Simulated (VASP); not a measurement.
# W (Fm-3m) in VASP: notebook

The runs below take W through single point, with PBEsol.

Program: VASP 6.6.1. These are calculated values, not measurements. Logs are shortened: lines on timing, memory, paths and dates and some standing lists are left out, and cuts for length are marked.

### Step 1. The cell of the first run

It takes space group Fm-3m (No. 225, cubic). Conventional cell: a = 4.113 Å, b = 4.113 Å, c = 4.113 Å, α = 90.00°, β = 90.00°, γ = 90.00°. Within 3.8 Å of W (site symmetry m-3m) lie 12 W at 2.91 Å.

### Step 2. Single point, PBEsol

Contents of INCAR:

```
SYSTEM = W
PREC = Accurate ; ENCUT = 520
EDIFF = 1E-6 ; ISMEAR = 1
SIGMA = 0.1 ; LREAL = .FALSE.
LASPH = .TRUE. ; NELM = 100
ALGO = Normal ; ISIF = 2
LWAVE = .FALSE. ; LCHARG = .FALSE.
GGA = PS ; NBANDS = 13
```

Contents of KPOINTS:

```
regular mesh
0
G
  12 12 12
  0 0 0
```

Contents of POSCAR:

```
W
1.0
    0.0000000000      2.0567135898      2.0567135898
    2.0567135898      0.0000000000      2.0567135898
    2.0567135898      2.0567135898      0.0000000000
W
1
Direct
    0.0000000000      0.0000000000      0.0000000000
```

Potentials or basis: VASP PAW PBE potentials, release 64 (W_sv).

Started as:

```console
cat potpaw_PBE.64/W_sv/POTCAR > POTCAR
mpirun -np 1 vasp_std > vasp.out
```

OUTCAR:

```text
SYSTEM = W
   PREC = Accurate
   ENCUT = 520
   EDIFF = 1E-6
   ISMEAR = 1
   LREAL = .FALSE.
   LASPH = .TRUE.
   NELM = 100
   ISIF = 2
   GGA = PS

 ion  position               nearest neighbor table
   1  0.000  0.000  0.000-

  LATTYP: Found a face centered cubic cell.
 ALAT       =     4.1134271796

  Lattice vectors:

 A1 = (   0.0000000000,   2.0567135898,   2.0567135898)
 A2 = (   2.0567135898,   0.0000000000,   2.0567135898)
 A3 = (   2.0567135898,   2.0567135898,   0.0000000000)

Analysis of symmetry for initial positions (statically):
=====================================================================
 Subroutine PRICEL returns:
 Original cell was already a primitive cell.

 Routine SETGRP: Setting up the symmetry group for a
 face centered cubic supercell.

 Subroutine GETGRP returns: Found 48 space group operations
 (whereof 48 operations were pure point group operations)
 out of a pool of 48 trial point group operations.

The static configuration has the point symmetry O_h .

Analysis of symmetry for dynamics (positions and initial velocities):
=====================================================================
 Subroutine PRICEL returns:
 Original cell was already a primitive cell.

 Routine SETGRP: Setting up the symmetry group for a
 face centered cubic supercell.

 Subroutine GETGRP returns: Found 48 space group operations
 (whereof 48 operations were pure point group operations)
 out of a pool of 48 trial point group operations.

The dynamic configuration has the point symmetry O_h .

 Subroutine INISYM returns: Found 48 space group operations
 (whereof 48 operations are pure point group operations),
 and found     1 'primitive' translations

----------------------------------------------------------------------------------------

                                     Primitive cell

  volume of cell :      17.4001

  direct lattice vectors                    reciprocal lattice vectors
     0.000000000  2.056713590  2.056713590    -0.243106285  0.243106285  0.243106285
     2.056713590  0.000000000  2.056713590     0.243106285 -0.243106285  0.243106285
     2.056713590  2.056713590  0.000000000     0.243106285  0.243106285 -0.243106285

  length of vectors
[... 79 lines left out ...]
   NELM   =    100;   NELMIN=  2; NELMDL= -5     # of ELM steps
   EDIFF  = 0.1E-05   stopping-criterion for ELM
   LREAL  =      F    real-space projection
   EDIFFG = 0.1E-04   stopping-criterion for IOM
   NSW    =      0    number of steps for IOM
   IBRION =     -1    ionic relax: 0-MD 1-quasi-New 2-CG
   NFREE  =      0    steps in history (QN), initial steepest desc. (CG)
   ISIF   =      2    stress and relaxation
   ISYM   =      2    0-nonsym 1-usesym 2-fastsym
   POTIM  = 0.5000    time-step for ionic-motion
   TEBEG  =    0.0;   TEEND  =   0.0 temperature during run
   PSTRESS=    0.0 pullay stress
   NELECT =      14.0000    total number of electrons
   NUPDOWN=      -1.0000    fix difference up-down
   EMIN   =  10.00;   EMAX   =-10.00  energy-range for DOS
   EFERMI =   0.00;   METHOD = LEGACY
   ISMEAR =     1;   SIGMA  =   0.10  broadening in eV -4-tet -1-fermi 0-gaus
   EFERMI_NEDOS =   21; number of points for ismear=-14 and -15
   IALGO  =     38    algorithm
   IMIX   =      4    mixing-type and parameters
     AMIX     =   0.40;   BMIX     =  1.00
     AMIX_MAG =   1.60;   BMIX_MAG =  1.00
  volume/ion in A,a.u.               =      17.40       117.42
  Fermi-wavevector in a.u.,A,eV,Ry     =   1.522651  2.877393 31.544644  2.318466
  Thomas-Fermi vector in A             =   2.631201
   LORBIT       =      0    0 simple, 1 ext, 2 COOP (PROOUT), +10 PAW based schemes
   GGA     = PS    functional components
   LHFCALC =     F    Hartree Fock is set to
   AEXX    =    0.0000 exact exchange contribution
   IVDW    =     0    specifies the selected vdW correction
   LEPSILON=     F    determine dielectric tensor
   LRPA    =     F    only Hartree local field effects (RPA)
 non-spin polarized calculation
 Methfessel and Paxton  Order N= 1 SIGMA  =   0.10
  energy-cutoff  :      520.00
  volume of cell :       17.40
 maximum number of plane-waves:       487
 NGX is ok and might be reduce to    24
   NGX = 11   NGY = 11   NGZ = 11

 number of electron      13.9999999 magnetization

 Free energy of the ion-electron system (eV)
  ---------------------------------------------------
  ext. energy  EPLUGINS =         0.00000000
  ---------------------------------------------------
  free energy    TOTEN  =       -13.20717904 eV

  energy without entropy =      -13.20643198  energy(sigma->0) =      -13.20693002

 E-fermi :   9.5667     XC(G=0): -13.2310

 val. band max:        9.5513418731   @ k =   0.2500   0.1667   0.0833
 cond. band min:       9.5839902018   @ k =  -0.2500   0.0833   0.0000
 fundamental gap:      0.0326483288
 Fermi energy:         9.5666681398

 k-point     1 :       0.0000    0.0000    0.0000
  band No.  band energies     occupation
      1     -64.2010      2.00000
      2     -27.8945      2.00000
      3     -27.8945      2.00000
      4     -27.8945      2.00000
      5       0.8387      2.00000
      6       9.0453      2.00000
      7       9.0453      2.00000
      8       9.0453      2.00000
      9      11.9088      0.00000
     10      11.9088      0.00000
     11      22.2819      0.00000
     12      27.1779      0.00000
     13      27.1779      0.00000
[... 354 lines left out ...]
  band No.  band energies     occupation
      1     -64.1115      2.00000
      2     -28.7511      2.00000
      3     -28.1966      2.00000
      4     -28.0578      2.00000
      5       5.1758      2.00000
      6       7.7420      2.00000
      7       9.0551      2.00000
      8       9.6569     -0.02352
      9      13.6522      0.00000
     10      15.8554      0.00000
     11      18.6225      0.00000
     12      23.9543      0.00000
     13      26.3351      0.00000

 [... further k-points ...]
[... 5 lines left out ...]
  --------------------------------------------------------------------------------------
  -------------------------------------------------------------------------------------
  Total       -2.3598327     -2.3598327     -2.3598327      0.0000000     -0.0000000      0.0000000
  in kB     -217.2903006   -217.2903006   -217.2903006      0.0000000     -0.0000000      0.0000000
  external PRESSURE =    -217.2903006 kB  Pullay stress =       0.0000000 kB

 VOLUME and BASIS-vectors are now :
 -----------------------------------------------------------------------------
  energy-cutoff  :      520.00
  volume of cell :       17.40
      direct lattice vectors                 reciprocal lattice vectors
     0.000000000  2.056713590  2.056713590    -0.243106285  0.243106285  0.243106285
     2.056713590  0.000000000  2.056713590     0.243106285 -0.243106285  0.243106285
     2.056713590  2.056713590  0.000000000     0.243106285  0.243106285 -0.243106285

 POSITION                                       TOTAL-FORCE (eV/Angst)
 -----------------------------------------------------------------------------------
      0.00000      0.00000      0.00000         0.000000      0.000000      0.000000
 -----------------------------------------------------------------------------------
    total drift:                               -0.000000      0.000000     -0.000000

  FREE ENERGIE OF THE ION-ELECTRON SYSTEM (eV)
  ---------------------------------------------------
  free  energy   TOTEN  =       -13.2071790410 eV

  energy  without entropy=      -13.2064319824  energy(sigma->0) =      -13.20693002
```

Run time: 9.2 s. Hardware: 1 thread of Intel Xeon 6975P-C, shared host; peak memory 0.15 GiB.

Results:

```
Free energy            : -13.2072 eV
Pressure               : -21.7 GPa
Band gap on the k mesh : zero (band 7 reaches 12.30 eV, above the bottom of band 8 at 9.05 eV)
```

Levels at points of the mesh, in eV from the Fermi level:
| k point | band 5 | band 6 | band 7 | band 8 | band 9 | band 10 |
| --- | --- | --- | --- | --- | --- | --- |
| (0.00, 0.00, 0.00) | -8.73 | -0.52 | -0.52 | -0.52 | 2.34 | 2.34 |
| (0.50, 0.00, 0.00) | -5.33 | -0.73 | -0.73 | 0.47 | 4.63 | 4.63 |
| (0.50, 0.50, 0.00) | -5.13 | -4.19 | 2.73 | 4.58 | 5.30 | 5.30 |

Caveat: the PAW data sets were made with another functional, which shifts forces and pressure a little; spin-orbit coupling is left out, which moves the levels of the heavy elements.

### Step 3. Single point, PBEsol

This run uses another cell than the first one, of 17.73 Å³/atom, 1.019 times its volume.

Contents of INCAR:

```
ALGO     = Normal         # electronic algorithm
EDIFF    = 1E-6           # SCF threshold, eV
ENCUT    = 520            # plane-wave cutoff, eV
GGA      = PS             # functional
ISIF     = 2              # what is computed and relaxed
ISMEAR   = 1              # smearing method
LASPH    = T              # aspherical terms in the spheres
LCHARG   = F              # write CHGCAR
LREAL    = F              # projectors in reciprocal space
LWAVE    = F              # write WAVECAR
NBANDS   = 13             # bands
NELM     = 60             # most SCF steps
PREC     = Accurate       # precision mode
SIGMA    = 0.1            # smearing width, eV
```

Contents of KPOINTS:

```
k-points
0
Gamma
  12 12 12
```

Contents of POSCAR:

```
W
1.0
    0.0000000000      2.0698140295      2.0698140295
    2.0698140295      0.0000000000      2.0698140295
    2.0698140295      2.0698140295      0.0000000000
W
1
Direct
    0.0000000000      0.0000000000      0.0000000000
```

Potentials or basis: VASP PAW PBE potentials, release 64 (W_sv).

Started as:

```console
cat potpaw_PBE.64/W_sv/POTCAR > POTCAR
mpirun -np 1 vasp_std > vasp.out
```

OUTCAR:

```text
EDIFF = 1E-6
   ENCUT = 520
   GGA = PS
   ISIF = 2
   ISMEAR = 1
   LASPH = T
   LREAL = F
   NELM = 60
   PREC = Accurate

 ion  position               nearest neighbor table
   1  0.000  0.000  0.000-

  LATTYP: Found a face centered cubic cell.
 ALAT       =     4.1396280590

  Lattice vectors:

 A1 = (   0.0000000000,   2.0698140295,   2.0698140295)
 A2 = (   2.0698140295,   0.0000000000,   2.0698140295)
 A3 = (   2.0698140295,   2.0698140295,   0.0000000000)

Analysis of symmetry for initial positions (statically):
=====================================================================
 Subroutine PRICEL returns:
 Original cell was already a primitive cell.

 Routine SETGRP: Setting up the symmetry group for a
 face centered cubic supercell.

 Subroutine GETGRP returns: Found 48 space group operations
 (whereof 48 operations were pure point group operations)
 out of a pool of 48 trial point group operations.

The static configuration has the point symmetry O_h .

Analysis of symmetry for dynamics (positions and initial velocities):
=====================================================================
 Subroutine PRICEL returns:
 Original cell was already a primitive cell.

 Routine SETGRP: Setting up the symmetry group for a
 face centered cubic supercell.

 Subroutine GETGRP returns: Found 48 space group operations
 (whereof 48 operations were pure point group operations)
 out of a pool of 48 trial point group operations.

The dynamic configuration has the point symmetry O_h .

 Subroutine INISYM returns: Found 48 space group operations
 (whereof 48 operations are pure point group operations),
 and found     1 'primitive' translations

----------------------------------------------------------------------------------------

                                     Primitive cell

  volume of cell :      17.7347

[... 108 lines left out ...]
  Fermi-wavevector in a.u.,A,eV,Ry     =   1.513014  2.859181 31.146598  2.289210
  Thomas-Fermi vector in A             =   2.622861
   LORBIT       =      0    0 simple, 1 ext, 2 COOP (PROOUT), +10 PAW based schemes
   GGA     = PS    functional components
   LHFCALC =     F    Hartree Fock is set to
   AEXX    =    0.0000 exact exchange contribution
   IVDW    =     0    specifies the selected vdW correction
   LEPSILON=     F    determine dielectric tensor
   LRPA    =     F    only Hartree local field effects (RPA)
 non-spin polarized calculation
 Methfessel and Paxton  Order N= 1 SIGMA  =   0.10
  energy-cutoff  :      520.00
  volume of cell :       17.73
 maximum number of plane-waves:       531
 NGX is ok and might be reduce to    24
   NGX = 11   NGY = 11   NGZ = 11

 number of electron      13.9999998 magnetization

 Free energy of the ion-electron system (eV)
  ---------------------------------------------------
  ext. energy  EPLUGINS =         0.00000000
  ---------------------------------------------------
  free energy    TOTEN  =       -13.15788319 eV

  energy without entropy =      -13.15677147  energy(sigma->0) =      -13.15751262

 E-fermi :   9.3254     XC(G=0): -13.1268

 val. band max:        9.3126838661   @ k =   0.2500   0.1667   0.0833
 cond. band min:       9.3457750753   @ k =  -0.2500   0.0833   0.0000
 fundamental gap:      0.0330912092
 Fermi energy:         9.3254141625

 k-point     1 :       0.0000    0.0000    0.0000
  band No.  band energies     occupation
      1     -64.4871      2.00000
      2     -28.1990      2.00000
      3     -28.1990      2.00000
      4     -28.1990      2.00000
      5       0.6934      2.00000
      6       8.8177      2.00000
      7       8.8177      2.00000
      8       8.8177      2.00000
      9      11.6023      0.00000
     10      11.6023      0.00000
     11      22.0067      0.00000
     12      26.8117      0.00000
     13      26.8117      0.00000
[... 354 lines left out ...]
  band No.  band energies     occupation
      1     -64.4051      2.00000
      2     -29.0006      2.00000
      3     -28.4819      2.00000
      4     -28.3523      2.00000
      5       5.0065      2.00000
      6       7.5462      2.00000
      7       8.7996      2.00000
      8       9.4172     -0.02860
      9      13.3003      0.00000
     10      15.4505      0.00000
     11      18.1412      0.00000
     12      23.5977      0.00000
     13      25.8344      0.00000

 [... further k-points ...]
[... 5 lines left out ...]
  --------------------------------------------------------------------------------------
  -------------------------------------------------------------------------------------
  Total       -2.8287943     -2.8287943     -2.8287943      0.0000000      0.0000000     -0.0000000
  in kB     -255.5571126   -255.5571126   -255.5571126      0.0000000      0.0000000     -0.0000000
  external PRESSURE =    -255.5571126 kB  Pullay stress =       0.0000000 kB

 VOLUME and BASIS-vectors are now :
 -----------------------------------------------------------------------------
  energy-cutoff  :      520.00
  volume of cell :       17.73
      direct lattice vectors                 reciprocal lattice vectors
     0.000000000  2.069814029  2.069814029    -0.241567596  0.241567596  0.241567596
     2.069814029  0.000000000  2.069814029     0.241567596 -0.241567596  0.241567596
     2.069814029  2.069814029  0.000000000     0.241567596  0.241567596 -0.241567596

 POSITION                                       TOTAL-FORCE (eV/Angst)
 -----------------------------------------------------------------------------------
      0.00000      0.00000      0.00000         0.000000      0.000000      0.000000
 -----------------------------------------------------------------------------------
    total drift:                               -0.000000      0.000000      0.000000

  FREE ENERGIE OF THE ION-ELECTRON SYSTEM (eV)
  ---------------------------------------------------
  free  energy   TOTEN  =       -13.1578831907 eV

  energy  without entropy=      -13.1567714681  energy(sigma->0) =      -13.15751262
```

OSZICAR:

```text
N       E                     dE             d eps       ncg     rms          rms(c)
DAV:   1     0.838087182019E+02    0.83809E+02   -0.74708E+03  1880   0.121E+03
DAV:   2    -0.121677129867E+02   -0.95976E+02   -0.92655E+02  2082   0.314E+02
DAV:   3    -0.139264755452E+02   -0.17588E+01   -0.17510E+01  2087   0.405E+01
DAV:   4    -0.139347972632E+02   -0.83217E-02   -0.83209E-02  2047   0.309E+00
DAV:   5    -0.139348751514E+02   -0.77888E-04   -0.77888E-04  2122   0.284E-01    0.171E+01
DAV:   6    -0.132979992208E+02    0.63688E+00   -0.57361E-01  1992   0.961E+00    0.592E+00
DAV:   7    -0.131630423213E+02    0.13496E+00   -0.21576E-01  2087   0.546E+00    0.637E-01
DAV:   8    -0.131579090221E+02    0.51333E-02   -0.41967E-03  1882   0.842E-01    0.652E-02
DAV:   9    -0.131578797549E+02    0.29267E-04   -0.94924E-05  2447   0.106E-01    0.344E-02
DAV:  10    -0.131578828734E+02   -0.31186E-05   -0.39518E-06  1937   0.238E-02    0.994E-03
DAV:  11    -0.131578831907E+02   -0.31732E-06   -0.18071E-07  1066   0.414E-03
   1 F= -.13157883E+02 E0= -.13157513E+02  d E =-.111172E-02
```

It took 9.3 s on 1 thread of Intel Xeon 6975P-C, shared host; peak memory 0.15 GiB.

What came out:

| Item | Value |
| --- | --- |
| Free energy | -13.1579 eV |
| Pressure | -25.6 GPa |
| Band gap on the k mesh | zero (band 7 reaches 11.96 eV, above the bottom of band 8 at 8.82 eV) |

Caveat: the PAW data sets were made with another functional, which shifts forces and pressure a little; spin-orbit coupling is left out, which moves the levels of the heavy elements.
